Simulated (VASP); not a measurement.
# Sr8Ti8O23 (a cell with a defect) in VASP: further runs

The runs below take Sr8Ti8O23 (a cell with a defect) through single point, with PBE.

Everything below comes from runs of VASP 6.6.1. Logs are shortened: lines on timing, memory, paths and dates and some standing lists are left out, and cuts for length are marked.

## Step 1: The cell of the first run

The cell holds a defect, 39 atoms: a = 7.873 Å, b = 7.873 Å, c = 7.873 Å, α = 90.00°, β = 90.00°, γ = 90.00°.

## Step 2: Single point, PBE

File INCAR:

```
SYSTEM = Sr8Ti8O23
ALGO = Normal
EDIFF = 1E-7
ENCUT = 520
GGA = PE
ISIF = 2
ISMEAR = 0
LASPH = .True.
LCHARG = .False.
LREAL = Auto
LWAVE = .False.
NBANDS = 182
NELECT = 312.0
NELM = 60
PREC = Accurate
SIGMA = 0.02
```

File KPOINTS:

```
Automatic mesh
0
Gamma
  2 2 2
  0.5 0.5 0.5
```

File POSCAR:

```
Sr8Ti8O23
1.0
    0.0000000000      0.0000000000     -7.8728082298
    0.0000000000     -7.8728082298      0.0000000000
   -7.8728082298      0.0000000000      0.0000000000
Sr Ti O
8 8 23
Direct
    0.2417903427      0.2417903427      0.2499999927
    0.7582096281      0.2417903427      0.2499999927
    0.2417903427      0.7582096281      0.2499999927
    0.7582096281      0.7582096281      0.2499999927
    0.2410096810      0.2410096810      0.7499999781
    0.7589902898      0.2410096810      0.7499999781
    0.2410096810      0.7589902898      0.7499999781
    0.7589902898      0.7589902898      0.7499999781
    0.0000000000      0.0000000000      0.5001658728
    0.4999999854      0.0000000000      0.4959904885
    0.0000000000      0.4999999854      0.4959904885
    0.4999999854      0.4999999854      0.5173902223
    0.0000000000      0.0000000000      0.9998342104
    0.4999999854      0.0000000000      1.0040094677
    0.0000000000      0.4999999854      1.0040094677
    0.4999999854      0.4999999854      0.9826097339
    0.4999999854      0.2572281632      0.0181881732
    0.9999999708      0.4999999854      0.2499999927
    0.4999999854      0.9999999708      0.2499999927
    0.9999999708      0.9999999708      0.2499999927
    0.4999999854      0.4999999854      0.7499999781
    0.9999999708      0.4999999854      0.7499999781
    0.4999999854      0.9999999708      0.7499999781
    0.9999999708      0.9999999708      0.7499999781
    0.9999999708      0.2505536706     -0.0015755496
    0.4999999854      0.7427718076      0.0181881732
    0.9999999708      0.7494463002     -0.0015755496
    0.4999999854      0.2572281632      0.4818118122
    0.9999999708      0.2505536706      0.5015755350
    0.4999999854      0.7427718076      0.4818118122
    0.9999999708      0.7494463002      0.5015755350
    0.2572281632      0.4999999854      0.4818118122
    0.7427718076      0.4999999854      0.4818118122
    0.2505536706      0.9999999708      0.5015755350
    0.7494463002      0.9999999708      0.5015755350
    0.2572281632      0.4999999854      1.0181881441
    0.7427718076      0.4999999854      1.0181881441
    0.2505536706      0.9999999708      0.9984245482
    0.7494463002      0.9999999708      0.9984245482
```

Potentials or basis: VASP PAW PBE potentials, release 64 (Sr_sv, Ti_sv, O).

Launch:

```
cat potpaw_PBE.64/Sr_sv/POTCAR potpaw_PBE.64/Ti_sv/POTCAR potpaw_PBE.64/O/POTCAR > POTCAR
mpirun -np 1 vasp_std > vasp.out
```

OUTCAR:

```text
SYSTEM = Sr8Ti8O23
   EDIFF = 1E-7
   ENCUT = 520
   GGA = PE
   ISIF = 2
   ISMEAR = 0
   LASPH = .True.
   LREAL = Auto
   NELECT = 312.0
   NELM = 60
   PREC = Accurate

 ion  position               nearest neighbor table
   1  0.242  0.242  0.250-  20 2.69  17 2.73  28 2.73  32 2.73  36 2.73  38 2.75  25 2.75  29 2.75
                            34 2.75  18 2.78  19 2.78  13 3.34   9 3.34  10 3.39  11 3.39  15 3.39
   2  0.758  0.242  0.250-  20 2.69  17 2.73  28 2.73  33 2.73  37 2.73  39 2.75  25 2.75  29 2.75
                            35 2.75  18 2.78  19 2.78  13 3.34   9 3.34  10 3.39  11 3.39  14 3.39
   3  0.242  0.758  0.250-  20 2.69  32 2.73  26 2.73  30 2.73  36 2.73  38 2.75  34 2.75  27 2.75
                            31 2.75  19 2.78  18 2.78  13 3.34   9 3.34  11 3.39  10 3.39  15 3.39
   4  0.758  0.758  0.250-  20 2.69  26 2.73  30 2.73  33 2.73  37 2.73  39 2.75  27 2.75  31 2.75
                            35 2.75  19 2.78  18 2.78  13 3.34   9 3.34  10 3.39  11 3.39  15 3.39
   5  0.241  0.241  0.750-  24 2.68  29 2.73  34 2.73  25 2.73  38 2.73  23 2.79  22 2.79  21 2.88
                            28 2.94  32 2.94  36 2.94  17 2.94   9 3.33  13 3.33  12 3.42  16 3.42
   6  0.759  0.241  0.750-  24 2.68  29 2.73  35 2.73  25 2.73  39 2.73  22 2.79  23 2.79  21 2.88
                            28 2.94  33 2.94  37 2.94  17 2.94   9 3.33  13 3.33  12 3.42  16 3.42
   7  0.241  0.759  0.750-  24 2.68  34 2.73  31 2.73  27 2.73  38 2.73  23 2.79  22 2.79  21 2.88
                            32 2.94  30 2.94  36 2.94  26 2.94   9 3.33  13 3.33  12 3.42  16 3.42
   8  0.759  0.759  0.750-  24 2.68  31 2.73  35 2.73  27 2.73  39 2.73  23 2.79  22 2.79  21 2.88
                            30 2.94  33 2.94  37 2.94  26 2.94   9 3.33  13 3.33  12 3.42  16 3.42
   9  0.000  0.000  0.500-  24 1.97  20 1.97  29 1.97  34 1.97  31 1.97  35 1.97   5 3.33   6 3.33
                             7 3.33   8 3.33   1 3.34   2 3.34   3 3.34   4 3.34
  10  0.500  0.000  0.496-  19 1.94  35 1.96  34 1.96  23 2.00  28 2.03  30 2.03   2 3.39   1 3.39
                             4 3.39   3 3.39   5 3.43   6 3.43   7 3.43   8 3.43
  11  0.000  0.500  0.496-  18 1.94  31 1.96  29 1.96  22 2.00  32 2.03  33 2.03   3 3.39   1 3.39
                             4 3.39   2 3.39   5 3.43   7 3.43   6 3.43   8 3.43
  12  0.500  0.500  0.517-  21 1.83  30 1.93  33 1.93  32 1.93  28 1.93   6 3.42   7 3.42   8 3.42
                             5 3.42   4 3.56   2 3.56   3 3.56   1 3.56
  13  0.000  0.000  1.000-  24 1.97  20 1.97  38 1.97  25 1.97  39 1.97  27 1.97   5 3.33   7 3.33
                             6 3.33   8 3.33   1 3.34   2 3.34   3 3.34   4 3.34
  14  0.500  0.000  0.004-  19 1.94  39 1.96  38 1.96  23 2.00  17 2.03  26 2.03   2 3.39   1 3.39
                             4 3.39   3 3.39   5 3.43   6 3.43   7 3.43   8 3.43
  15  0.000  0.500  0.004-  18 1.94  27 1.96  25 1.96  22 2.00  36 2.03  37 2.03   3 3.39   1 3.39
                             4 3.39   2 3.39   5 3.43   7 3.43   6 3.43   8 3.43
  16  0.500  0.500  0.983-  21 1.83  37 1.93  36 1.93  26 1.93  17 1.93   6 3.42   7 3.42   8 3.42
                             5 3.42   4 3.56   2 3.56   3 3.56   1 3.56
  17  0.500  0.257  0.018-  16 1.93  14 2.03   2 2.73   1 2.73   5 2.94   6 2.94
  18  1.000  0.500  0.250-  11 1.94  15 1.94   4 2.78   2 2.78   3 2.78   1 2.78
  19  0.500  1.000  0.250-  10 1.94  14 1.94   4 2.78   3 2.78   2 2.78   1 2.78
  20  1.000  1.000  0.250-  13 1.97   9 1.97   4 2.69   3 2.69   2 2.69   1 2.69
  21  0.500  0.500  0.750-  12 1.83  16 1.83   7 2.88   8 2.88   5 2.88   6 2.88
  22  1.000  0.500  0.750-  11 2.00  15 2.00   6 2.79   8 2.79   7 2.79   5 2.79
[... 15 lines left out ...]
  38  0.251  1.000  0.998-  14 1.96  13 1.97   7 2.73   5 2.73   3 2.75   1 2.75
  39  0.749  1.000  0.998-  14 1.96  13 1.97   8 2.73   6 2.73   4 2.75   2 2.75

  LATTYP: Found a simple cubic cell.
 ALAT       =     7.8728082298

  Lattice vectors:

 A1 = (   0.0000000000,   0.0000000000,  -7.8728082298)
 A2 = (   0.0000000000,  -7.8728082298,   0.0000000000)
 A3 = (  -7.8728082298,   0.0000000000,   0.0000000000)

Analysis of symmetry for initial positions (statically):
=====================================================================
 Subroutine PRICEL returns:
 Original cell was already a primitive cell.

 Routine SETGRP: Setting up the symmetry group for a
 simple cubic supercell.

 Subroutine GETGRP returns: Found 16 space group operations
 (whereof  8 operations were pure point group operations)
 out of a pool of 48 trial point group operations.

The static configuration has the point symmetry C_4v.
 The point group associated with its full space group is D_4h.

Analysis of symmetry for dynamics (positions and initial velocities):
=====================================================================
 Subroutine PRICEL returns:
 Original cell was already a primitive cell.

 Routine SETGRP: Setting up the symmetry group for a
 simple cubic supercell.

 Subroutine GETGRP returns: Found 16 space group operations
 (whereof  8 operations were pure point group operations)
 out of a pool of 48 trial point group operations.

[... 101 lines left out ...]
                38          38
                39          39

----------------------------------------------------------------------------------------

 KPOINTS: Automatic mesh

Automatic generation of k-mesh.
 Grid dimensions read from file:
 generate k-points for:    2    2    2

 Generating k-lattice:

  Cartesian coordinates                     Fractional coordinates (reciprocal lattice)
     0.000000000  0.000000000 -0.063509740     0.500000000  0.000000000  0.000000000
     0.000000000 -0.063509740  0.000000000     0.000000000  0.500000000  0.000000000
    -0.063509740  0.000000000  0.000000000     0.000000000  0.000000000  0.500000000

  Length of vectors
     0.063509740  0.063509740  0.063509740

  Shift w.r.t. Gamma in fractional coordinates (k-lattice)
     0.500000000  0.500000000  0.500000000

 Subroutine IBZKPT returns following result:
 ===========================================

 Found      1 irreducible k-points:

 Following reciprocal coordinates:
            Coordinates               Weight
  0.250000  0.250000  0.250000      8.000000
   k-points           NKPTS =      1   k-points in BZ     NKDIM =      1   number of bands    NBANDS=    182
   number of dos      NEDOS =    301   number of ions     NIONS =     39
   total plane-waves  NPLWV = 216000
   dimension x,y,z NGX =    60 NGY =   60 NGZ =   60
   dimension x,y,z NGXF=   120 NGYF=  120 NGZF=  120
   ions per type =               8   8  23
   NGX,Y,Z   is equivalent  to a cutoff of  12.67, 12.67, 12.67 a.u.
   NGXF,Y,Z  is equivalent  to a cutoff of  25.34, 25.34, 25.34 a.u.
 SYSTEM =  Sr8Ti8O23
   PREC   = accura    normal or accurate (medium, high low for compatibility)
   ISTART =      0    job   : 0-new  1-cont  2-samecut
   ICHARG =      2    charge: 1-file 2-atom 10-const
   ISPIN  =      1    spin polarized calculation?
   LNONCOLLINEAR =      F non collinear calculations
   LSORBIT =      F    spin-orbit coupling
   LASPH  =      T    aspherical Exc in radial PAW
   ENCUT  =  520.0 eV  38.22 Ry    6.18 a.u.  14.64 14.64 14.64*2*pi/ulx,y,z
   NELM   =     60;   NELMIN=  2; NELMDL= -5     # of ELM steps
   EDIFF  = 0.1E-06   stopping-criterion for ELM
   LREAL  =      T    real-space projection
   EDIFFG = 0.1E-05   stopping-criterion for IOM
   NSW    =      0    number of steps for IOM
   IBRION =     -1    ionic relax: 0-MD 1-quasi-New 2-CG
   NFREE  =      0    steps in history (QN), initial steepest desc. (CG)
   ISIF   =      2    stress and relaxation
   ISYM   =      2    0-nonsym 1-usesym 2-fastsym
   POTIM  = 0.5000    time-step for ionic-motion
   TEBEG  =    0.0;   TEEND  =   0.0 temperature during run
   PSTRESS=    0.0 pullay stress
   NELECT =     312.0000    total number of electrons
   NUPDOWN=      -1.0000    fix difference up-down
   EMIN   =  10.00;   EMAX   =-10.00  energy-range for DOS
   EFERMI =   0.00;   METHOD = LEGACY
   ISMEAR =     0;   SIGMA  =   0.02  broadening in eV -4-tet -1-fermi 0-gaus
   EFERMI_NEDOS =   21; number of points for ismear=-14 and -15
   IALGO  =     38    algorithm
   IMIX   =      4    mixing-type and parameters
     AMIX     =   0.40;   BMIX     =  1.00
     AMIX_MAG =   1.60;   BMIX_MAG =  1.00
  volume/ion in A,a.u.               =      12.51        84.43
  Fermi-wavevector in a.u.,A,eV,Ry     =   1.410360  2.665194 27.063562  1.989116
  Thomas-Fermi vector in A             =   2.532322
   LORBIT       =      0    0 simple, 1 ext, 2 COOP (PROOUT), +10 PAW based schemes
   GGA     = PE    functional components
   LHFCALC =     F    Hartree Fock is set to
   AEXX    =    0.0000 exact exchange contribution
   IVDW    =     0    specifies the selected vdW correction
   LEPSILON=     F    determine dielectric tensor
   LRPA    =     F    only Hartree local field effects (RPA)
 non-spin polarized calculation
 Gauss-broadening in eV      SIGMA  =   0.02
  energy-cutoff  :      520.00
  volume of cell :      487.97
 maximum number of plane-waves:     13154
 NGX is ok and might be reduce to    60
   NGX = 29   NGY = 29   NGZ = 29

 number of electron     311.9999947 magnetization

 Free energy of the ion-electron system (eV)
  ---------------------------------------------------
  ext. energy  EPLUGINS =         0.00000000
  ---------------------------------------------------
  free energy    TOTEN  =      -322.81438882 eV

  energy without entropy =     -322.81438882  energy(sigma->0) =     -322.81438882

 E-fermi :   3.7849     XC(G=0): -10.9654

 val. band max:        3.6640052970   @ k =   0.2500   0.2500   0.2500
 cond. band min:       6.1331316318   @ k =   0.2500   0.2500   0.2500
 fundamental gap:      2.4691263348
 Fermi energy:         3.7848668685

 k-point     1 :       0.2500    0.2500    0.2500
  band No.  band energies     occupation
      1     -52.7974      2.00000
      2     -52.7952      2.00000
      3     -52.7732      2.00000
      4     -52.7732      2.00000
      5     -52.7722      2.00000
      6     -52.7722      2.00000
[... 160 lines left out ...]
    167       7.2552      0.00000
    168       7.2954      0.00000
 [bands above 168 left out]

------------------------ aborting loop because EDIFF is reached ----------------------------------------

  FORCE on cell =-STRESS in cart. coord.  units (eV):
  Direction    XX          YY          ZZ          XY          YZ          ZX
  --------------------------------------------------------------------------------------
  -------------------------------------------------------------------------------------
  Total      -14.2831912    -15.8364769    -15.8364769      0.0000000      0.0000000     -0.0000000
  in kB      -46.8971891    -51.9972214    -51.9972214      0.0000000      0.0000000     -0.0000000
  external PRESSURE =     -50.2972107 kB  Pullay stress =       0.0000000 kB

 VOLUME and BASIS-vectors are now :
 -----------------------------------------------------------------------------
  energy-cutoff  :      520.00
  volume of cell :      487.97
      direct lattice vectors                 reciprocal lattice vectors
     0.000000000  0.000000000 -7.872808230     0.000000000  0.000000000 -0.127019479
     0.000000000 -7.872808230  0.000000000     0.000000000 -0.127019479  0.000000000
    -7.872808230  0.000000000  0.000000000    -0.127019479  0.000000000  0.000000000

 POSITION                                       TOTAL-FORCE (eV/Angst)
 -----------------------------------------------------------------------------------
     -1.96820     -1.90357     -1.90357         0.000000     -0.009461     -0.009461
     -1.96820     -1.90357     -5.96924         0.000000     -0.009461      0.009461
     -1.96820     -5.96924     -1.90357         0.000000      0.009461     -0.009461
     -1.96820     -5.96924     -5.96924         0.000000      0.009461      0.009461
     -5.90461     -1.89742     -1.89742         0.000000     -0.018547     -0.018547
     -5.90461     -1.89742     -5.97538         0.000000     -0.018547      0.018547
[... 31 lines left out ...]
     -7.86040     -7.87281     -1.97256         0.009430      0.000000      0.008037
     -7.86040     -7.87281     -5.90025         0.009430     -0.000000     -0.008037
 -----------------------------------------------------------------------------------
    total drift:                                0.006280     -0.005624     -0.005624

  FREE ENERGIE OF THE ION-ELECTRON SYSTEM (eV)
  ---------------------------------------------------
  free  energy   TOTEN  =      -322.8143888219 eV

  energy  without entropy=     -322.8143888219  energy(sigma->0) =     -322.81438882
```

It took 6.2 min on 1 thread of Oxide Virtual Turin-like, shared host; peak memory 0.48 GiB.

Results:

```
Free energy   : -322.8144 eV
Largest force : 0.045 eV/Å
```

Forces in eV/Å, atoms in the order of the input:
```
Sr   0.000 -0.009 -0.009
Sr   0.000 -0.009  0.009
Sr   0.000  0.009 -0.009
Sr   0.000  0.009  0.009
Sr   0.000 -0.019 -0.019
Sr   0.000 -0.019  0.019
Sr   0.000  0.019 -0.019
Sr   0.000  0.019  0.019
Ti  -0.019  0.000  0.000
Ti  -0.045  0.000  0.000
Ti  -0.045  0.000  0.000
Ti   0.034  0.000  0.000
Ti   0.019  0.000  0.000
Ti   0.045  0.000  0.000
Ti   0.045  0.000  0.000
Ti  -0.034  0.000  0.000
O   -0.003  0.030  0.000
O    0.000  0.000  0.000
O    0.000  0.000  0.000
O    0.000  0.000  0.000
O    0.000  0.000  0.000
O    0.000  0.000  0.000
O    0.000  0.000  0.000
O    0.000  0.000  0.000
O    0.009  0.008  0.000
O   -0.003 -0.030  0.000
O    0.009 -0.008  0.000
O    0.003  0.030  0.000
O   -0.009  0.008  0.000
O    0.003 -0.030  0.000
O   -0.009 -0.008  0.000
O    0.003  0.000  0.030
O    0.003  0.000 -0.030
O   -0.009  0.000  0.008
O   -0.009  0.000 -0.008
O   -0.003  0.000  0.030
O   -0.003  0.000 -0.030
O    0.009  0.000  0.008
O    0.009  0.000 -0.008
```

Levels at points of the mesh, in eV from the Fermi level:
| k point | band 153 | band 154 | band 155 | band 156 | band 157 | band 158 | band 159 | band 160 |
| --- | --- | --- | --- | --- | --- | --- | --- | --- |
| (0.25, 0.25, 0.25) | -0.29 | -0.27 | -0.16 | -0.12 | 2.35 | 2.41 | 2.45 | 2.50 |

Caveat: the cell carries a net charge on a neutralising background, which shifts energy and pressure; the cell is charged against a uniform background, so pressure and absolute levels hang on convention.

## Step 3: Single point, PBE

INCAR, as its differences from that of step 2:

```diff
@@ -2,3 +2,3 @@
 ALGO = Normal
-EDIFF = 1E-7
+EDIFF = 1E-6
 ENCUT = 520
```

KPOINTS is that of step 2.

File POSCAR:

```
Sr8Ti8O23
1.0
    0.0000000000      0.0000000000     -7.8728082298
    0.0000000000     -7.8728082298      0.0000000000
   -7.8728082298      0.0000000000      0.0000000000
Sr Ti O
8 8 23
Direct
    0.2417904697      0.2499999927      0.2582095157
    0.7582095011      0.2499999927      0.2582095157
    0.2410096810      0.7499999781      0.2589904314
    0.7589904168      0.7499999781      0.2589904314
    0.2417904697      0.2499999927      0.7417904551
    0.7582095011      0.2499999927      0.7417904551
    0.2410096810      0.7499999781      0.7410096664
    0.7589904168      0.7499999781      0.7410096664
    0.0000000000     -0.0001657604      0.4999999854
    0.4999999854      0.0040094969      0.4999999854
    0.0000000000      0.5001657458      0.4999999854
    0.4999999854      0.4959904885      0.4999999854
    0.0000000000      0.0040094969      0.9999999708
    0.4999999854     -0.0173902369      0.9999999708
    0.0000000000      0.4959904885      0.9999999708
    0.4999999854      0.5173902223      0.9999999708
    0.4999999854      0.4818118122      0.2427718222
    0.9999999708      0.5015755350      0.2494463148
    0.4999999854      1.0181881441      0.2427718222
    0.9999999708      0.9984245482      0.2494463148
    0.4999999854      0.4818118122      0.7572281486
    0.9999999708      0.5015755350      0.7505536560
    0.4999999854      1.0181881441      0.7572281486
    0.9999999708      0.9984245482      0.7505536560
    0.9999999708      0.2499999927      0.0000000000
    0.4999999854      0.7499999781      0.0000000000
    0.9999999708      0.7499999781      0.0000000000
    0.4999999854      0.2499999927      0.4999999854
    0.9999999708      0.2499999927      0.4999999854
    0.4999999854      0.7499999781      0.4999999854
    0.9999999708      0.7499999781      0.4999999854
    0.2505536706      0.5015755350      0.4999999854
    0.7494463002      0.5015755350      0.4999999854
    0.2505536706      0.9984245482      0.4999999854
    0.7494463002      0.9984245482      0.4999999854
    0.2572281632      0.4818118122      0.9999999708
    0.7427718076      0.4818118122      0.9999999708
    0.2572281632      1.0181881441      0.9999999708
    0.7427718076      1.0181881441      0.9999999708
```

Potentials or basis: VASP PAW PBE potentials, release 64 (Sr_sv, Ti_sv, O).

Launch:

```
cat potpaw_PBE.64/Sr_sv/POTCAR potpaw_PBE.64/Ti_sv/POTCAR potpaw_PBE.64/O/POTCAR > POTCAR
mpirun -np 1 vasp_std > vasp.out
```

It took 6.4 min on 1 thread of Oxide Virtual Turin-like, shared host; peak memory 0.48 GiB.

Results (log left out):

| Property | Result |
| --- | --- |
| Free energy | -322.8144 eV |
| Largest force | 0.045 eV/Å |

Forces in eV/Å, atoms in the order of the input:
```
Sr   0.009  0.000 -0.009
Sr   0.009  0.000  0.009
Sr   0.018  0.000 -0.018
Sr   0.018  0.000  0.018
Sr  -0.009  0.000 -0.009
Sr  -0.009  0.000  0.009
Sr  -0.018  0.000 -0.018
Sr  -0.018  0.000  0.018
Ti   0.000  0.019  0.000
Ti   0.000  0.045  0.000
Ti   0.000 -0.019  0.000
Ti   0.000 -0.045  0.000
Ti   0.000  0.045  0.000
Ti   0.000 -0.034  0.000
Ti   0.000 -0.045  0.000
Ti   0.000  0.034  0.000
O   -0.030  0.003  0.000
O   -0.008 -0.009  0.000
O   -0.030 -0.003  0.000
O   -0.008  0.009  0.000
O    0.030  0.003  0.000
O    0.008 -0.009  0.000
O    0.030 -0.003  0.000
O    0.008  0.009  0.000
O    0.000  0.000  0.000
O    0.000  0.000  0.000
O    0.000  0.000  0.000
O    0.000  0.000  0.000
O    0.000  0.000  0.000
O    0.000  0.000  0.000
O    0.000  0.000  0.000
O    0.000 -0.009  0.008
O    0.000 -0.009 -0.008
O    0.000  0.009  0.008
O    0.000  0.009 -0.008
O    0.000  0.003  0.030
O    0.000  0.003 -0.030
O    0.000 -0.003  0.030
O    0.000 -0.003 -0.030
```

Levels at points of the mesh, in eV from the Fermi level:
```
           k point  band 152  band 153  band 154  band 155  band 156  band 157  band 158  band 159  band 160  band 161
(0.25, 0.25, 0.25)     -0.55     -0.27     -0.25     -0.15     -0.11      2.36      2.43      2.46      2.51      2.54
```

Caveat: the cell carries a net charge on a neutralising background, which shifts energy and pressure; the cell is charged against a uniform background, so pressure and absolute levels hang on convention.
